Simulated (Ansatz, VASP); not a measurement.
## One calculation of Sb, two programs

The input POSCAR:

```
Sb
1.0
    4.1051830053      0.0000000000      0.0000000000
   -2.0525915027      3.5551927698      0.0000000000
    0.0000000000      0.0000000000     26.8552477996
Sb
2
Direct
    0.3333333333      0.6666666667      0.3149797942
    0.6666666667      0.3333333333      0.3749272228
```

File INCAR.step1:

```
SYSTEM = Sb
ALGO     = Normal         ! electronic algorithm
DIPOL    = 0.5 0.5 0.345
EDIFF    = 1E-5           ! SCF threshold, eV
ENCUT    = 520            ! plane-wave cutoff, eV
GGA      = PE             ! functional
IDIPOL   = 3            
ISIF     = 2              ! what is computed and relaxed
ISMEAR   = 0              ! smearing method
LASPH    = .TRUE.         ! aspherical terms in the spheres
LCHARG   = .FALSE.        ! write CHGCAR
LDIPOL   = .TRUE.       
LREAL    = .FALSE.        ! projectors in reciprocal space
LWAVE    = .TRUE.         ! write WAVECAR
NBANDS   = 12             ! bands
NELM     = 60             ! most SCF steps
PREC     = Accurate       ! precision mode
SIGMA    = 0.01           ! smearing width, eV
```

File INCAR.step2:

```
SYSTEM = Sb
ALGO     = Normal         ! electronic algorithm
DIPOL    = 0.5 0.5 0.345
EDIFF    = 1E-6           ! SCF threshold, eV
ENCUT    = 520            ! plane-wave cutoff, eV
GGA      = PE             ! functional
HFSCREEN = 0.2079         ! screening, 1/A
IDIPOL   = 3            
ISIF     = 2              ! what is computed and relaxed
ISMEAR   = 0              ! smearing method
ISTART   = 1            
LASPH    = .TRUE.         ! aspherical terms in the spheres
LCHARG   = .FALSE.        ! write CHGCAR
LDIPOL   = .TRUE.       
LHFCALC  = .TRUE.         ! exact exchange
LREAL    = .FALSE.        ! projectors in reciprocal space
LWAVE    = .FALSE.        ! write WAVECAR
NBANDS   = 12             ! bands
NELM     = 60             ! most SCF steps
PREC     = Accurate       ! precision mode
PRECFOCK = Normal       
SIGMA    = 0.01           ! smearing width, eV
```

File KPOINTS:

```
k-points
0
G
  6 6 1
  0 0 0
```

Input for Ansatz:

```yaml
crystal:
  lattice:
    - [4.1051830053, 0.0, 0.0]
    - [-2.0525915027, 3.5551927698, 0.0]
    - [0.0, 0.0, 26.8552477996]
  atoms:
    - { symbol: Sb, position: [0.3333333333, 0.6666666667, 0.3149797942] }
    - { symbol: Sb, position: [0.6666666667, 0.3333333333, 0.3749272228] }
  periodic: [true, true, false]
kpoints:
  mp_grid: { grid: [6, 6, 1] }
  band_path:
    path:
      - [0.0, 0.0, 0.0]
      - [0.5, 0.0, 0.0]
      - [0.3333333333, 0.3333333333, 0.0]
      - [0.0, 0.307292, 0.0]
    npoints: 1
hamiltonian:
  xc: hse06
scf:
  occupations: { method: fixed }
  n_extra_bands: 4
output:
  forces: true
  stress: true
  eigenvalues: true
```

Alike in both runs: task single point; functional HSE06; k mesh 6 × 6 × 1; no spin polarisation.

```csv
,VASP,Ansatz
version,VASP 6.6.1,Ansatz 0.2.0
potentials or method,"VASP PAW PBE potentials, release 64 (Sb)","plane waves, PAW"
plane-wave cutoff (eV),520,420
occupations,"gaussian, width 0.01 eV",fixed
valence electrons in the cell,10,30
```

Ansatz gave:

- gap on the k mesh at the Fermi level (eV): 1.86
- rms of the force components (eV/Å): 0.069

Estimate VASP's values.

gap on the k mesh at the Fermi level (eV): 1.91; rms of the force components (eV/Å): 0.129.

Atom by atom the forces differ by 0.061 eV/Å (rms over components). VASP's potentials hold 10 valence electrons a cell and Ansatz's 30, so a difference there can come from the potentials and not from the codes. Ansatz's warnings: stress exchange threshold loose, stress scf threshold loose.

Spin-orbit coupling is off throughout.
